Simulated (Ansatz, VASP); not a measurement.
# Two plane-wave programs on NaF

The input POSCAR:

```
NaF
1.0
    2.1963123105      2.1963123105      0.0000000000
   -2.1963123105      2.1963123105      0.0000000000
    0.0000000000      2.1963123105      2.1963123105
Na F
1 1
Direct
    0.0000000000      0.0000000000      0.0000000000
    0.5000000000      0.5000000000      0.0000000000
```

File INCAR.step1:

```
PREC = Accurate
ENCUT = 520
ISMEAR = 0
SIGMA = 0.01
LREAL = F
LASPH = T
NELM = 100
NBANDS = 14
GGA = PE
ALGO = Normal
EDIFF = 1E-4
LWAVE = T
LCHARG = F
```

The input INCAR.step2:

```
PREC = Accurate
ENCUT = 520
EDIFF = 1E-6
ISMEAR = 0
SIGMA = 0.01
LREAL = F
LASPH = T
NELM = 100
ALGO = Normal
ISIF = 2
LWAVE = F
LCHARG = F
METAGGA = R2SCAN
LMIXTAU = T
NBANDS = 14
ISTART = 1
```

KPOINTS

```
regular mesh
0
Gamma
  8 8 8
```

Input for Ansatz:

```yaml
crystal:
  lattice:
    - [2.19631231048, 2.19631231048, 0.0]
    - [-2.19631231048, 2.19631231048, 0.0]
    - [0.0, 2.19631231048, 2.19631231048]
  atoms:
    - { symbol: Na, position: [0.0, 0.0, 0.0] }
    - { symbol: F, position: [0.5, 0.5, 0.0] }
kpoints:
  mp_grid: { grid: [8, 8, 8] }
scf:
  occupations: { method: fixed }
  convergence: { dr2_threshold: 1.0e-10 }
hamiltonian:
  xc: r2scan
  pseudopotentials: { kind: paw }
output:
  forces: true
  stress: true
  eigenstates:
    kpoints:
      - [0.0, 0.0, 0.0]
      - [-0.5, -0.5, -0.5]
      - [-0.5, 0.5, 0.0]
      - [0.0, 0.0, -0.5]
      - [0.0, -0.5, -0.5]
      - [0.0, 0.5, 0.0]
      - [-0.5, 0.0, 0.0]
      - [-0.5, 0.0, -0.5]
  eigenvalues: true
```

Alike in both runs: task single point; functional r2SCAN; k mesh 8 × 8 × 8; no spin polarisation.

|  | VASP | Ansatz |
| --- | --- | --- |
| version | VASP 6.6.1 | Ansatz 0.2.0 |
| potentials or method | VASP PAW PBE potentials, release 64 (Na_pv, F) | PAW with Ansatz's default frozen-core files, scalar-relativistic |
| plane-wave cutoff (eV) | 520 | 500 |
| occupations | gaussian, width 0.01 eV | fixed |
| valence electrons in the cell | 14 | 16 |

Ansatz gave:

- gap on the k mesh at the Fermi level (eV): 8.13
- pressure (GPa): 10.0

Question: Which values does VASP return?

Answer: gap on the k mesh at the Fermi level (eV): 8.18; pressure (GPa): 9.6.

VASP's potentials were made for PBE, not for r2SCAN. VASP's potentials hold 14 valence electrons a cell and Ansatz's 16, so a difference there can come from the potentials and not from the codes.
